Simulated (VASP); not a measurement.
# C (R-3m) in VASP: notebook

Runs on C. Level: LDA. Tasks: single point.

All numbers are computed with VASP 6.6.1; they aren't measurements. Logs are shortened: lines on timing, memory, paths and dates and some standing lists are left out, and cuts for length are marked.

### Step 1. The cell of the first run

It takes space group R-3m (No. 166, trigonal). Conventional cell: a = 2.494 Å, b = 2.494 Å, c = 20.784 Å, α = 90.00°, β = 90.00°, γ = 120.00°. C (site symmetry 3m) has 3 C at 1.44 Å within 1.9 Å. Within 1.9 Å of C (site symmetry 3m) lie 3 C at 1.44 Å.

### Step 2. Single point, LDA (biaxial strain in the a-b plane: +2.0 %, then relaxed in part)

INCAR

```
PREC = Accurate
ENCUT = 520
EDIFF = 1E-7
ISMEAR = 0
SIGMA = 0.01
LREAL = False
LASPH = True
NELM = 80
ALGO = Normal
ISIF = 2
LWAVE = False
LCHARG = False
GGA = CA
NBANDS = 36
```

KPOINTS

```
regular mesh
0
Gamma
  18 18 2
```

POSCAR

```
C
1.0
    2.4937038264      0.0000000000      0.0000000000
   -1.2468519132      2.1596108632      0.0000000000
    0.0000000000      0.0000000000     20.7838095630
C
12
Direct
    0.0000000000      0.0000000000      0.9198486215
    0.3333333333      0.6666666667      0.9198202688
    0.0000000000      0.0000000000      0.7468463979
    0.3333333333      0.6666666667      0.7468180452
    0.6666666667      0.3333333333      0.2531819548
    0.0000000000      0.0000000000      0.2531536021
    0.6666666667      0.3333333333      0.0801797312
    0.0000000000      0.0000000000      0.0801513785
    0.3333333333      0.6666666667      0.5865152882
    0.6666666667      0.3333333333      0.5864869355
    0.3333333333      0.6666666667      0.4135130645
    0.6666666667      0.3333333333      0.4134847118
```

Potentials or basis: VASP PAW LDA potentials, release 64 (C).

Command:

```
> cat potpaw_LDA.64/C/POTCAR > POTCAR
> mpirun -np 1 vasp_std > vasp.out
```

OUTCAR:

```text
PREC = Accurate
   ENCUT = 520
   EDIFF = 1E-7
   ISMEAR = 0
   LREAL = False
   LASPH = True
   NELM = 80
   ISIF = 2
   GGA = CA

 ion  position               nearest neighbor table
   1  0.000  0.000  0.920-   2 1.44   2 1.44   2 1.44
   2  0.333  0.667  0.920-   1 1.44   1 1.44   1 1.44
   3  0.000  0.000  0.747-   4 1.44   4 1.44   4 1.44
   4  0.333  0.667  0.747-   3 1.44   3 1.44   3 1.44
   5  0.667  0.333  0.253-   6 1.44   6 1.44   6 1.44
   6  0.000  0.000  0.253-   5 1.44   5 1.44   5 1.44
   7  0.667  0.333  0.080-   8 1.44   8 1.44   8 1.44
   8  0.000  0.000  0.080-   7 1.44   7 1.44   7 1.44
   9  0.333  0.667  0.587-  10 1.44  10 1.44  10 1.44
  10  0.667  0.333  0.586-   9 1.44   9 1.44   9 1.44
  11  0.333  0.667  0.414-  12 1.44  12 1.44  12 1.44
  12  0.667  0.333  0.413-  11 1.44  11 1.44  11 1.44

  LATTYP: Found a hexagonal cell.
 ALAT       =     2.4937038264
 C/A-ratio  =     8.3345140441

  Lattice vectors:

 A1 = (   2.4937038264,   0.0000000000,   0.0000000000)
 A2 = (  -1.2468519132,   2.1596108632,   0.0000000000)
 A3 = (   0.0000000000,   0.0000000000,  20.7838095630)

Analysis of symmetry for initial positions (statically):
=====================================================================
 Subroutine PRICEL returns following result:

  LATTYP: Found a trigonal (rhomboedric) cell.
 ALAT       =     7.0759562855
 COS(alpha) =     0.9379003053

  Lattice vectors:

 A1 = (   1.2468519131,  -0.7198702877,  -6.9279365203)
 A2 = (  -1.2468519130,  -0.7198702879,  -6.9279365224)
 A3 = (  -0.0000000001,   1.4397405755,  -6.9279365203)

   3 primitive cells build up your supercell.

 Routine SETGRP: Setting up the symmetry group for a
 hexagonal supercell.

 Subroutine GETGRP returns: Found 12 space group operations
 (whereof 12 operations were pure point group operations)
 out of a pool of 24 trial point group operations.

The static configuration has the point symmetry D_3d.

Analysis of symmetry for dynamics (positions and initial velocities):
=====================================================================
 Subroutine PRICEL returns following result:

  LATTYP: Found a trigonal (rhomboedric) cell.
 ALAT       =     7.0759562855
 COS(alpha) =     0.9379003053

  Lattice vectors:

 A1 = (   1.2468519131,  -0.7198702877,  -6.9279365203)
 A2 = (  -1.2468519130,  -0.7198702879,  -6.9279365224)
 A3 = (  -0.0000000001,   1.4397405755,  -6.9279365203)

   3 primitive cells build up your supercell.

 Routine SETGRP: Setting up the symmetry group for a
 hexagonal supercell.

 Subroutine GETGRP returns: Found 12 space group operations
 (whereof 12 operations were pure point group operations)
 out of a pool of 24 trial point group operations.

The dynamic configuration has the point symmetry D_3d.

 Subroutine INISYM returns: Found 12 space group operations
 (whereof 12 operations are pure point group operations),
 and found     3 'primitive' translations

----------------------------------------------------------------------------------------

                                     Primitive cell

  volume of cell :      37.3099

  direct lattice vectors                    reciprocal lattice vectors
     1.246851913 -0.719870288 -6.927936520     0.401009931 -0.231523192 -0.048114375
    -1.246851913 -0.719870288 -6.927936522    -0.401009931 -0.231523192 -0.048114375
    -0.000000000  1.439740576 -6.927936520     0.000000000  0.463046384 -0.048114375

  length of vectors
     7.075956285  7.075956287  7.075956285     0.465539414  0.465539414  0.465539414

  position of ions in fractional coordinates (direct lattice)
     0.080151378  0.080151378  0.080151378
     0.746846398  0.746846398  0.746846398
     0.253153602  0.253153602  0.253153602
     0.919848622  0.919848622  0.919848622

  ion indices of the primitive-cell ions
   primitive index   ion index
                 1           1
                 2           6
                 3           3
                 4           8

----------------------------------------------------------------------------------------

 KPOINTS: regular mesh

Automatic generation of k-mesh.
 Grid dimensions read from file:
 generate k-points for:   18   18    2

 Generating k-lattice:

  Cartesian coordinates                     Fractional coordinates (reciprocal lattice)
     0.022278330  0.012862400  0.000000000     0.055555556  0.000000000  0.000000000
     0.000000000  0.025724799  0.000000000     0.000000000  0.055555556  0.000000000
     0.000000000  0.000000000  0.024057187     0.000000000  0.000000000  0.500000000

  Length of vectors
     0.025724799  0.025724799  0.024057187

  Shift w.r.t. Gamma in fractional coordinates (k-lattice)
     0.000000000  0.000000000  0.000000000

 Subroutine IBZKPT returns following result:
 ===========================================

 Found     74 irreducible k-points:

 Following reciprocal coordinates:
            Coordinates               Weight
  0.000000  0.000000  0.000000      1.000000
  0.055556 -0.000000  0.000000      6.000000
  0.111111 -0.000000  0.000000      6.000000
  0.166667  0.000000  0.000000      6.000000
  0.222222  0.000000  0.000000      6.000000
  0.277778  0.000000  0.000000      6.000000
[... 16 lines left out ...]
  0.333333  0.111111  0.000000     12.000000
  0.388889  0.111111  0.000000     12.000000
 [... further k-points ...]
   k-points           NKPTS =     74   k-points in BZ     NKDIM =     74   number of bands    NBANDS=     36
   number of dos      NEDOS =    301   number of ions     NIONS =     12
   total plane-waves  NPLWV =  64000
   dimension x,y,z NGX =    20 NGY =   20 NGZ =  160
   dimension x,y,z NGXF=    40 NGYF=   40 NGZF=  320
   ions per type =              12
   NGX,Y,Z   is equivalent  to a cutoff of  13.33, 13.33, 12.80 a.u.
   NGXF,Y,Z  is equivalent  to a cutoff of  26.67, 26.67, 25.60 a.u.
 SYSTEM =  unknown system
   PREC   = accura    normal or accurate (medium, high low for compatibility)
   ISTART =      0    job   : 0-new  1-cont  2-samecut
   ICHARG =      2    charge: 1-file 2-atom 10-const
   ISPIN  =      1    spin polarized calculation?
   LNONCOLLINEAR =      F non collinear calculations
   LSORBIT =      F    spin-orbit coupling
   LASPH  =      T    aspherical Exc in radial PAW
   ENCUT  =  520.0 eV  38.22 Ry    6.18 a.u.   4.64  4.64 38.64*2*pi/ulx,y,z
   NELM   =     80;   NELMIN=  2; NELMDL= -5     # of ELM steps
   EDIFF  = 0.1E-06   stopping-criterion for ELM
   LREAL  =      F    real-space projection
   EDIFFG = 0.1E-05   stopping-criterion for IOM
   NSW    =      0    number of steps for IOM
   IBRION =     -1    ionic relax: 0-MD 1-quasi-New 2-CG
   NFREE  =      0    steps in history (QN), initial steepest desc. (CG)
   ISIF   =      2    stress and relaxation
   ISYM   =      2    0-nonsym 1-usesym 2-fastsym
   POTIM  = 0.5000    time-step for ionic-motion
   TEBEG  =    0.0;   TEEND  =   0.0 temperature during run
   PSTRESS=    0.0 pullay stress
   NELECT =      48.0000    total number of electrons
   NUPDOWN=      -1.0000    fix difference up-down
   EMIN   =  10.00;   EMAX   =-10.00  energy-range for DOS
   EFERMI =   0.00;   METHOD = LEGACY
   ISMEAR =     0;   SIGMA  =   0.01  broadening in eV -4-tet -1-fermi 0-gaus
   EFERMI_NEDOS =   21; number of points for ismear=-14 and -15
   IALGO  =     38    algorithm
   IMIX   =      4    mixing-type and parameters
     AMIX     =   0.40;   BMIX     =  1.00
     AMIX_MAG =   1.60;   BMIX_MAG =  1.00
  volume/ion in A,a.u.               =       9.33        62.94
  Fermi-wavevector in a.u.,A,eV,Ry     =   1.234544  2.332951 20.736640  1.524100
  Thomas-Fermi vector in A             =   2.369230
   LORBIT       =      0    0 simple, 1 ext, 2 COOP (PROOUT), +10 PAW based schemes
   GGA     = CA    functional components
   LHFCALC =     F    Hartree Fock is set to
   AEXX    =    0.0000 exact exchange contribution
   IVDW    =     0    specifies the selected vdW correction
   LEPSILON=     F    determine dielectric tensor
   LRPA    =     F    only Hartree local field effects (RPA)
 non-spin polarized calculation
 Gauss-broadening in eV      SIGMA  =   0.01
  energy-cutoff  :      520.00
  volume of cell :      111.93
 maximum number of plane-waves:      3053
 NGX is ok and might be reduce to    20
   NGX =  9   NGY =  9   NGZ = 77

 number of electron      48.0000000 magnetization

 Free energy of the ion-electron system (eV)
  ---------------------------------------------------
  ext. energy  EPLUGINS =         0.00000000
  ---------------------------------------------------
  free energy    TOTEN  =      -121.00422255 eV

  energy without entropy =     -121.00422255  energy(sigma->0) =     -121.00422255

 E-fermi :   3.9927     XC(G=0): -10.4679

 val. band max:        3.9499668707   @ k =   0.3333   0.3333   0.0000
 cond. band min:       4.1744682124   @ k =   0.3333   0.3333   0.0000
 fundamental gap:      0.2245013417
 Fermi energy:         3.9927465794

 k-point     1 :       0.0000    0.0000    0.0000
  band No.  band energies     occupation
      1     -15.0679      2.00000
      2     -15.0119      2.00000
      3     -15.0119      2.00000
      4     -14.8627      2.00000
      5     -14.8627      2.00000
      6     -14.8009      2.00000
[... 28 lines left out ...]
     35      12.1549      0.00000
     36      12.1639      0.00000

 k-point     2 :       0.0556   -0.0000    0.0000
  band No.  band energies     occupation
      1     -14.9962      2.00000
      2     -14.9404      2.00000
      3     -14.9404      2.00000
      4     -14.7919      2.00000
      5     -14.7919      2.00000
      6     -14.7304      2.00000
[... 28 lines left out ...]
     35      12.4264      0.00000
     36      12.4441      0.00000

 k-point     3 :       0.1111   -0.0000    0.0000
  band No.  band energies     occupation
      1     -14.7814      2.00000
      2     -14.7263      2.00000
      3     -14.7263      2.00000
      4     -14.5798      2.00000
      5     -14.5798      2.00000
      6     -14.5193      2.00000
[... 28 lines left out ...]
     35      12.3293      0.00000
     36      13.2927      0.00000

 k-point     4 :       0.1667    0.0000    0.0000
  band No.  band energies     occupation
      1     -14.4245      2.00000
      2     -14.3707      2.00000
      3     -14.3707      2.00000
      4     -14.2275      2.00000
      5     -14.2275      2.00000
      6     -14.1685      2.00000
[... 28 lines left out ...]
     35      12.5329      0.00000
     36      12.9406      0.00000

 k-point     5 :       0.2222    0.0000    0.0000
  band No.  band energies     occupation
      1     -13.9276      2.00000
      2     -13.8755      2.00000
      3     -13.8754      2.00000
      4     -13.7369      2.00000
      5     -13.7368      2.00000
      6     -13.6798      2.00000
[... 655 lines left out ...]
 k-point    22 :       0.2778    0.1111    0.0000
  band No.  band energies     occupation
      1     -12.3218      2.00000
      2     -12.2750      2.00000
      3     -12.2748      2.00000
      4     -12.1511      2.00000
      5     -12.1509      2.00000
      6     -12.1003      2.00000
[... 28 lines left out ...]
     35      12.6433      0.00000
     36      12.6473      0.00000

 k-point    23 :       0.3333    0.1111    0.0000
  band No.  band energies     occupation
      1     -11.4382      2.00000
      2     -11.3946      2.00000
      3     -11.3939      2.00000
      4     -11.2791      2.00000
      5     -11.2784      2.00000
      6     -11.2313      2.00000
[... 28 lines left out ...]
     35      12.6259      0.00000
     36      12.7175      0.00000

 k-point    24 :       0.3889    0.1111    0.0000
  band No.  band energies     occupation
      1     -10.4620      2.00000
      2     -10.4225      2.00000
      3     -10.4198      2.00000
      4     -10.3192      2.00000
      5     -10.3163      2.00000
      6     -10.2742      2.00000
[... 28 lines left out ...]
     35      12.5340      0.00000
     36      12.6287      0.00000

 [... further k-points ...]
[... 5 lines left out ...]
  --------------------------------------------------------------------------------------
  -------------------------------------------------------------------------------------
  Total      -15.1370595    -15.1370595     -0.0644263      0.0000000      0.0000000      0.0000000
  in kB     -216.6738859   -216.6738859     -0.9222064      0.0000000      0.0000000      0.0000000
  external PRESSURE =    -144.7566594 kB  Pullay stress =       0.0000000 kB

 VOLUME and BASIS-vectors are now :
 -----------------------------------------------------------------------------
  energy-cutoff  :      520.00
  volume of cell :      111.93
      direct lattice vectors                 reciprocal lattice vectors
     2.493703826  0.000000000  0.000000000     0.401009931  0.231523192  0.000000000
    -1.246851913  2.159610863  0.000000000     0.000000000  0.463046384  0.000000000
     0.000000000  0.000000000 20.783809563     0.000000000  0.000000000  0.048114375

 POSITION                                       TOTAL-FORCE (eV/Angst)
 -----------------------------------------------------------------------------------
      0.00000      0.00000     19.11796         0.000000     -0.000000     -0.000214
     -0.00000      1.43974     19.11737        -0.000000      0.000000     -0.000508
      0.00000      0.00000     15.52231         0.000000     -0.000000      0.000508
     -0.00000      1.43974     15.52172        -0.000000      0.000000      0.000214
      1.24685      0.71987      5.26209         0.000000     -0.000000     -0.000214
      0.00000      0.00000      5.26150        -0.000000      0.000000     -0.000508
      1.24685      0.71987      1.66644         0.000000     -0.000000      0.000508
      0.00000      0.00000      1.66585        -0.000000      0.000000      0.000214
     -0.00000      1.43974     12.19002         0.000000     -0.000000     -0.000214
      1.24685      0.71987     12.18943        -0.000000      0.000000     -0.000508
     -0.00000      1.43974      8.59438         0.000000     -0.000000      0.000508
      1.24685      0.71987      8.59379        -0.000000      0.000000      0.000214
 -----------------------------------------------------------------------------------
    total drift:                                0.000000     -0.000000      0.000000

  FREE ENERGIE OF THE ION-ELECTRON SYSTEM (eV)
  ---------------------------------------------------
  free  energy   TOTEN  =      -121.0042225528 eV

  energy  without entropy=     -121.0042225528  energy(sigma->0) =     -121.00422255
```

Wall time 4 min (1 thread of Intel Xeon Platinum 8488C (Sapphire Rapids), shared host); peak memory 0.31 GiB.

What came out:

```yaml
Free_energy: -121.0042 eV
Pressure: -14.5 GPa
Band_gap_on_the_k_mesh: 0.22 eV
```

Stress tensor (GPa, compression positive):
```
-21.67   0.00   0.00
  0.00 -21.67   0.00
  0.00   0.00  -0.09
```

Caveat: the cell differs from its parent crystal (biaxial strain in the a-b plane: +2.0 %, then relaxed in part). A k mesh can miss the band edges.

### Step 3. Single point, LDA (biaxial strain in the a-b plane: +3.0 %, then relaxed in part)

INCAR

```
SYSTEM = C
  PREC = Accurate
  ENCUT = 520
  EDIFF = 1E-6
  ISMEAR = 0
  SIGMA = 0.01
  LREAL = .False.
  LASPH = .True.
  NELM = 60
  ALGO = Normal
  ISIF = 2
  LWAVE = .False.
  LCHARG = .False.
  NBANDS = 36
```

KPOINTS

```
Automatic mesh
0
Gamma
  18 18 2
  0 0 0
```

POSCAR

```
C
1.0
    2.5181519031      0.0000000000      0.0000000000
   -1.2590759516      2.1807835187      0.0000000000
    0.0000000000      0.0000000000     20.8389712870
C
12
Direct
    0.0000000000      0.0000000000      0.9198988536
    0.3333333333      0.6666666667      0.9198683008
    0.0000000000      0.0000000000      0.7467983658
    0.3333333333      0.6666666667      0.7467678131
    0.6666666667      0.3333333333      0.2532321869
    0.0000000000      0.0000000000      0.2532016342
    0.6666666667      0.3333333333      0.0801316992
    0.0000000000      0.0000000000      0.0801011464
    0.3333333333      0.6666666667      0.5865655202
    0.6666666667      0.3333333333      0.5865349675
    0.3333333333      0.6666666667      0.4134650325
    0.6666666667      0.3333333333      0.4134344798
```

Potentials or basis: VASP PAW LDA potentials, release 64 (C).

Command:

```
> cat potpaw_LDA.64/C/POTCAR > POTCAR
> mpirun -np 1 vasp_std > vasp.out
```

It took 3.4 min on 1 thread of Intel Xeon Platinum 8488C (Sapphire Rapids), shared host; peak memory 0.31 GiB.

Results (log left out):

- Free energy: -120.6393 eV
- Pressure: -21.0 GPa
- Band gap on the k mesh: 0.22 eV

Stress tensor (GPa, compression positive):
```
-31.46   0.00   0.00
  0.00 -31.46   0.00
  0.00   0.00  -0.10
```

Levels at points of the mesh, in eV from the valence-band top:
```tsv
k point	band 22	band 23	band 24	band 25	band 26	band 27
(0.00, 0.00, 0.00)	-2.89	-2.89	-2.89	3.96	5.10	5.10
(0.50, 0.00, 0.00)	-2.09	-1.74	-1.74	1.32	1.32	1.60
(0.00, 0.00, 0.50)	-2.90	-2.89	-2.89	4.27	4.27	6.02
(0.50, 0.00, 0.50)	-1.91	-1.91	-1.68	1.27	1.46	1.46
```

Caveat: the cell differs from its parent crystal (biaxial strain in the a-b plane: +3.0 %, then relaxed in part). A k mesh can miss the band edges.
